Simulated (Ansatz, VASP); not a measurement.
**One calculation of Sr, two programs**

```xyz
1
Lattice="0.0000 2.9663 2.8902 2.9663 0.0000 2.8902 2.9663 2.9663 0.0000" Properties=species:S:1:pos:R:3 pbc="T T T"
Sr    0.0000    0.0000    0.0000
```

Change from the starting cell: strain -0.025 along x and y, -0.050 along z, atoms carried along.

Alike in both runs: task single point; functional PBEsol; k mesh 10 × 10 × 10; occupations gaussian, width 0.03 eV; no spin polarisation.

```csv
,VASP,Ansatz
version,VASP 6.6.1,Ansatz 0.2.0
potentials or method,"VASP PAW PBE potentials, release 64 (Sr_sv), cutoff 520 eV","scalar-relativistic, plane waves, PAW"
valence electrons in the cell,10,10
```

|  | VASP | Ansatz | Ansatz less VASP |
| --- | --- | --- | --- |
| gap on the k mesh at the Fermi level (eV) | none | none | - |
| pressure (GPa) | 0.2 | 0.2 | -0.02 |

VASP's potentials were made for PBE, not for PBEsol. A gap of «none» marks a metal or a gap that the smearing closes.
